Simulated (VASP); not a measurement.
# BAs: single point with LDA

BAs:

```
B As
1.0
     0.00000    2.39644    2.39644
     2.39644    0.00000    2.39644
     2.39644    2.39644    0.00000
B As
1 1
Direct
  0.00000 0.00000 0.00000
  0.75000 0.75000 0.75000
```

This cell differs from its parent crystal: volume scaled by 1.01.

```
Program                : VASP 6.6.1
Task                   : single point
Functional             : LDA
Potentials or basis    : VASP PAW LDA potentials, release 64 (B, As)
Cutoff                 : 520 eV
k mesh                 : 13 × 13 × 13
Occupations            : fermi-dirac, width 0.05 eV
Spin                   : no spin polarisation
Dipole correction      : no
Further INCAR settings : ALGO = Normal; EDIFF = 1e-06; NBANDS = 11
```

```
Pressure               : -4.4 GPa
Band gap on the k mesh : 1.14 eV, indirect (least direct gap 3.24 eV)
```

Levels at points of the mesh, in eV from the valence-band top:
```
           k point  band 1  band 2  band 3  band 4  band 5  band 6  band 7  band 8
(0.00, 0.00, 0.00)  -15.29    0.00    0.00    0.00    3.24    3.24    3.24    4.57
```

Run time: 28 s on 1 thread of Intel Xeon 6975P-C (shared host), peak memory 0.16 GiB.

 A k mesh can miss the band edges.
